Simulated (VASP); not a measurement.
Re: single point with PBEsol

The system is Re.

```
Re
1.0
     0.00000    2.72084    2.72084
     2.72084    0.00000    2.72084
     2.72084    2.72084    0.00000
Re
2
Cartesian
  0.6802 0.6802 0.6802
  4.7615 4.7615 4.7615
```

This isn't the form of Re at room conditions, which is hcp.

```yaml
Program: VASP 6.6.1
Task: single point
Functional: PBEsol
Potentials_or_basis: VASP PAW PBE potentials, release 64 (Re)
Cutoff: 520 eV
k_mesh: 11 × 11 × 11
Occupations: fermi-dirac, width 0.1 eV
Spin: no spin polarisation
```

The pressure is 16.3 GPa and the band gap on the k mesh is zero (bands 7 and 8 overlap by 1.25 eV).

Levels at points of the mesh, in eV from the Fermi level:
| k point | band 4 | band 5 | band 6 | band 7 | band 8 | band 9 | band 10 | band 11 |
| --- | --- | --- | --- | --- | --- | --- | --- | --- |
| (0.00, 0.00, 0.00) | -2.48 | -2.48 | -2.48 | 0.71 | 0.71 | 0.71 | 4.78 | 4.78 |

Run time: 45 s on 1 thread of Intel(R) Xeon(R) Platinum 8259CL CPU @ 2.50GHz (Skylake/Cascade Lake), on a shared host, peak memory 0.18 GiB.

Caveat: the cell stands under pressure; the PAW data sets were made with another functional, which shifts forces and pressure a little; spin-orbit coupling is left out, which moves the levels of the heavy elements.
